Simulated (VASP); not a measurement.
# BP: dielectric tensor with r2SCAN

The system is BP.

```
CELL_PARAMETERS angstrom
0.00000 2.26832 2.17758
2.26832 0.00000 2.17758
2.26832 2.26832 0.00000
ATOMIC_POSITIONS crystal
B 0.00000 0.00000 0.00000
P 0.25000 0.25000 0.25000
```

This cell differs from its parent crystal: uniaxial z strain -4.0%.

| Property | Result |
| --- | --- |
| Program | VASP 6.6.1 |
| Task | dielectric tensor |
| Functional | r2SCAN |
| Potentials or basis | VASP PAW PBE potentials, release 64 (B, P) |
| Cutoff | 520 eV |
| k mesh | 8 × 8 × 8 |
| Occupations | gaussian, width 0.01 eV |
| Spin | no spin polarisation |
| Dipole correction | no |
| Further INCAR settings | ALGO = Normal; EDIFF = 1e-08 |

| Quantity | Value |
| --- | --- |
| Band gap on the k mesh | 0.77 eV (least direct gap 3.27 eV) |
| Electronic dielectric tensor (diagonal) | 8.84, 8.84, 8.29 |
| Born charges (mean of the diagonal) | B -0.57; P +0.57 e |

Levels at points of the mesh, in eV from the valence-band top:
```tsv
k point	band 2	band 3	band 4	band 5	band 6	band 7
(0.00, 0.00, 0.00)	-0.41	-0.41	0.00	3.27	3.52	3.52
(0.50, 0.00, 0.00)	-10.09	-2.47	-1.92	3.89	4.56	5.25
(0.50, 0.50, 0.00)	-9.36	-5.08	-5.08	0.86	1.18	13.16
(0.50, 0.00, 0.50)	-9.76	-4.66	-4.57	1.35	1.81	12.66
```

Electronic dielectric tensor:
```
8.84 0.00 0.00
0.00 8.84 0.00
0.00 0.00 8.29
```

Born effective charge tensors (e):
atom 1, B
```
-0.56  0.00  0.00
 0.00 -0.56  0.00
 0.00  0.00 -0.60
```
atom 2, P
```
0.56 0.00 0.00
0.00 0.56 0.00
0.00 0.00 0.60
```

Dipole moments of the cell (e·Å, modulo the quantum): ionic 5.671, 5.671, 5.444; electronic 0.001, 0.001, 0.010

It took 12 min on 1 thread of Intel(R) Xeon(R) Platinum 8488C (Sapphire Rapids), on a shared host, peak memory 0.31 GiB.

Caveat: the cell differs from its parent crystal (uniaxial z strain -4.0%); semilocal functionals underestimate gaps, and a narrow one can read as zero. A k mesh can miss the band edges.
